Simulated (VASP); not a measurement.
# NaH in VASP: further runs

NaH is run at these levels: PBEsol; tasks: single point, relaxation of cell and atoms.

Program: VASP 6.6.1. These are calculated values, not measurements. Logs are shortened: lines on timing, memory, paths and dates and some standing lists are left out, and cuts for length are marked.

### 1 The cell of the first run

Symmetry: Fm-3m, No. 225, cubic system. The conventional cell has a = 4.754 Å, b = 4.754 Å, c = 4.754 Å, α = 90.00°, β = 90.00°, γ = 90.00°. Na (site symmetry m-3m) has 6 H at 2.38 Å within 3.1 Å. Within 3.1 Å of H (site symmetry m-3m) lie 6 Na at 2.38 Å.

### 2 Single point, PBEsol (strained)

Input file INCAR:

```
SYSTEM = NaH
PREC = Accurate ; ENCUT = 520
EDIFF = 1E-6 ; ISMEAR = 0
SIGMA = 0.02 ; LREAL = .False.
LASPH = .True. ; NELM = 60
ALGO = Normal ; ISIF = 2
LWAVE = .False. ; LCHARG = .False.
GGA = PS ; NBANDS = 11
```

Input file KPOINTS:

```
Automatic mesh
0
Gamma
  8 8 8
  0 0 0
```

Input file POSCAR:

```
NaH
1.0
    0.0000000000      2.3772188000      2.3772188000
    2.3772188000      0.0000000000      2.3772188000
    2.3772188000      2.3772188000      0.0000000000
Na H
1 1
Direct
    0.0000000000      0.0000000000      0.0000000000
    0.5000000000      0.5000000000      0.5000000000
```

Potentials or basis: VASP PAW PBE potentials, release 64 (Na_pv, H).

Launch:

```
$ cat potpaw_PBE.64/Na_pv/POTCAR potpaw_PBE.64/H/POTCAR > POTCAR
$ mpirun -np 1 vasp_std > vasp.out
```

OUTCAR:

```text
SYSTEM = NaH
   PREC = Accurate
   ENCUT = 520
   EDIFF = 1E-6
   ISMEAR = 0
   LREAL = .False.
   LASPH = .True.
   NELM = 60
   ISIF = 2
   GGA = PS

 ion  position               nearest neighbor table
   1  0.000  0.000  0.000-
   2  0.500  0.500  0.500-

  LATTYP: Found a face centered cubic cell.
 ALAT       =     4.7544376000

  Lattice vectors:

 A1 = (   0.0000000000,   2.3772188000,   2.3772188000)
 A2 = (   2.3772188000,   0.0000000000,   2.3772188000)
 A3 = (   2.3772188000,   2.3772188000,   0.0000000000)

Analysis of symmetry for initial positions (statically):
=====================================================================
 Subroutine PRICEL returns:
 Original cell was already a primitive cell.

 Routine SETGRP: Setting up the symmetry group for a
 face centered cubic supercell.

 Subroutine GETGRP returns: Found 48 space group operations
 (whereof 48 operations were pure point group operations)
 out of a pool of 48 trial point group operations.

The static configuration has the point symmetry O_h .

Analysis of symmetry for dynamics (positions and initial velocities):
=====================================================================
 Subroutine PRICEL returns:
 Original cell was already a primitive cell.

 Routine SETGRP: Setting up the symmetry group for a
 face centered cubic supercell.

 Subroutine GETGRP returns: Found 48 space group operations
 (whereof 48 operations were pure point group operations)
 out of a pool of 48 trial point group operations.

The dynamic configuration has the point symmetry O_h .

 Subroutine INISYM returns: Found 48 space group operations
 (whereof 48 operations are pure point group operations),
 and found     1 'primitive' translations

----------------------------------------------------------------------------------------

                                     Primitive cell

  volume of cell :      26.8681

  direct lattice vectors                    reciprocal lattice vectors
     0.000000000  2.377218800  2.377218800    -0.210329819  0.210329819  0.210329819
     2.377218800  0.000000000  2.377218800     0.210329819 -0.210329819  0.210329819
     2.377218800  2.377218800  0.000000000     0.210329819  0.210329819 -0.210329819

  length of vectors
     3.361895068  3.361895068  3.361895068     0.364301933  0.364301933  0.364301933

  position of ions in fractional coordinates (direct lattice)
     0.000000000  0.000000000  0.000000000
[... 85 lines left out ...]
   ISYM   =      2    0-nonsym 1-usesym 2-fastsym
   POTIM  = 0.5000    time-step for ionic-motion
   TEBEG  =    0.0;   TEEND  =   0.0 temperature during run
   PSTRESS=    0.0 pullay stress
   NELECT =       8.0000    total number of electrons
   NUPDOWN=      -1.0000    fix difference up-down
   EMIN   =  10.00;   EMAX   =-10.00  energy-range for DOS
   EFERMI =   0.00;   METHOD = LEGACY
   ISMEAR =     0;   SIGMA  =   0.02  broadening in eV -4-tet -1-fermi 0-gaus
   EFERMI_NEDOS =   21; number of points for ismear=-14 and -15
   IALGO  =     38    algorithm
   IMIX   =      4    mixing-type and parameters
     AMIX     =   0.40;   BMIX     =  1.00
     AMIX_MAG =   1.60;   BMIX_MAG =  1.00
  volume/ion in A,a.u.               =      13.43        90.66
  Fermi-wavevector in a.u.,A,eV,Ry     =   1.093182  2.065814 16.259590  1.195046
  Thomas-Fermi vector in A             =   2.229462
   LORBIT       =      0    0 simple, 1 ext, 2 COOP (PROOUT), +10 PAW based schemes
   GGA     = PS    functional components
   LHFCALC =     F    Hartree Fock is set to
   AEXX    =    0.0000 exact exchange contribution
   IVDW    =     0    specifies the selected vdW correction
   LEPSILON=     F    determine dielectric tensor
   LRPA    =     F    only Hartree local field effects (RPA)
 non-spin polarized calculation
 Gauss-broadening in eV      SIGMA  =   0.02
  energy-cutoff  :      520.00
  volume of cell :       26.87
 maximum number of plane-waves:       740
 NGX is ok and might be reduce to    28
   NGX = 13   NGY = 13   NGZ = 13

 number of electron       7.9999993 magnetization

 Free energy of the ion-electron system (eV)
  ---------------------------------------------------
  ext. energy  EPLUGINS =         0.00000000
  ---------------------------------------------------
  free energy    TOTEN  =        -5.08451203 eV

  energy without entropy =       -5.08451203  energy(sigma->0) =       -5.08451203

 E-fermi :  -0.7591     XC(G=0):  -8.0586

 val. band max:       -0.9342489937   @ k =  -0.2500   0.5000   0.2500
 cond. band min:       2.7062845848   @ k =   0.5000   0.0000   0.0000
 fundamental gap:      3.6405335785
 Fermi energy:        -0.7590913488

 k-point     1 :       0.0000    0.0000    0.0000
  band No.  band energies     occupation
      1     -22.8518      2.00000
      2     -22.8518      2.00000
      3     -22.8518      2.00000
      4      -4.8004      2.00000
      5       9.9161      0.00000
      6      14.8268      0.00000
      7      14.8268      0.00000
      8      14.8268      0.00000
      9      15.8972      0.00000
     10      15.8972      0.00000
     11      15.8972      0.00000
[... 309 lines left out ...]
 k-point    24 :      -0.3750    0.2500    0.1250
  band No.  band energies     occupation
      1     -22.9483      2.00000
      2     -22.8935      2.00000
      3     -22.8744      2.00000
      4      -1.4583      2.00000
      5       3.5102      0.00000
      6       6.8816      0.00000
      7      10.2387      0.00000
      8      14.3115      0.00000
      9      15.5145      0.00000
     10      18.8428      0.00000
     11      21.0216      0.00000

 [... further k-points ...]

------------------------ aborting loop because EDIFF is reached ----------------------------------------

  FORCE on cell =-STRESS in cart. coord.  units (eV):
  Direction    XX          YY          ZZ          XY          YZ          ZX
  --------------------------------------------------------------------------------------
  -------------------------------------------------------------------------------------
  Total        0.0948943      0.0948943      0.0948943     -0.0000000      0.0000000      0.0000000
  in kB        5.6586568      5.6586568      5.6586568     -0.0000000      0.0000000      0.0000000
  external PRESSURE =       5.6586568 kB  Pullay stress =       0.0000000 kB

 VOLUME and BASIS-vectors are now :
 -----------------------------------------------------------------------------
  energy-cutoff  :      520.00
  volume of cell :       26.87
      direct lattice vectors                 reciprocal lattice vectors
     0.000000000  2.377218800  2.377218800    -0.210329819  0.210329819  0.210329819
     2.377218800  0.000000000  2.377218800     0.210329819 -0.210329819  0.210329819
     2.377218800  2.377218800  0.000000000     0.210329819  0.210329819 -0.210329819

 POSITION                                       TOTAL-FORCE (eV/Angst)
 -----------------------------------------------------------------------------------
      0.00000      0.00000      0.00000        -0.000000      0.000000     -0.000000
      2.37722      2.37722      2.37722         0.000000     -0.000000      0.000000
 -----------------------------------------------------------------------------------
    total drift:                               -0.000000     -0.000000     -0.000000

  FREE ENERGIE OF THE ION-ELECTRON SYSTEM (eV)
  ---------------------------------------------------
  free  energy   TOTEN  =        -5.0845120343 eV

  energy  without entropy=       -5.0845120343  energy(sigma->0) =       -5.08451203
```

OSZICAR:

```text
N       E                     dE             d eps       ncg     rms          rms(c)
DAV:   1     0.346243929544E+02    0.34624E+02   -0.46344E+03   644   0.768E+02
DAV:   2    -0.426254325205E+01   -0.38887E+02   -0.38192E+02   665   0.190E+02
DAV:   3    -0.545981283257E+01   -0.11973E+01   -0.11959E+01   770   0.320E+01
DAV:   4    -0.546661571194E+01   -0.68029E-02   -0.68023E-02   747   0.239E+00
DAV:   5    -0.546667314582E+01   -0.57434E-04   -0.57433E-04   743   0.224E-01    0.295E+00
DAV:   6    -0.516636325000E+01    0.30031E+00   -0.28932E-01   779   0.334E+00    0.137E+00
DAV:   7    -0.508225733013E+01    0.84106E-01   -0.26881E-01   713   0.232E+00    0.321E-01
DAV:   8    -0.508451236226E+01   -0.22550E-02   -0.65786E-03   743   0.986E-01    0.647E-02
DAV:   9    -0.508452356481E+01   -0.11203E-04   -0.63236E-04   761   0.309E-01    0.184E-02
DAV:  10    -0.508451148762E+01    0.12077E-04   -0.37314E-05   741   0.426E-02    0.279E-03
DAV:  11    -0.508451203427E+01   -0.54666E-06   -0.11571E-06   728   0.624E-03
   1 F= -.50845120E+01 E0= -.50845120E+01  d E =-.646743E-37
```

stdout:

```text
POSCAR found type information on POSCAR NaH
 POSCAR found :  2 types and       2 ions
 scaLAPACK will be used
 -----------------------------------------------------------------------------
|                                                                             |
|                                                                             |
|     You enforced a specific xc type in the INCAR file but a different       |
|     I HOPE YOU KNOW WHAT YOU ARE DOING!                                     |
|                                                                             |
 -----------------------------------------------------------------------------

 LDA part: xc-table for (Slater+PW92), standard interpolation
 POSCAR, INCAR and KPOINTS ok, starting setup
 FFT: planning ... GRIDC
 FFT: planning ... GRID_SOFT
 FFT: planning ... GRID
 WAVECAR not read
 entering main loop
```

It took 5.7 s on 1 thread of Intel Xeon Platinum 8559C (Emerald Rapids), shared host; peak memory 0.14 GiB.

Results:

```yaml
Free_energy: -5.0845 eV
Pressure: 0.6 GPa
Band_gap_on_the_k_mesh: 3.64 eV, indirect (least direct gap 4.56 eV)
```

Caveat: the cell differs from its parent crystal (strained); the PAW data sets were made with another functional, which shifts forces and pressure a little. A k mesh can miss the band edges.

(Part 1 of 2 ends here.)
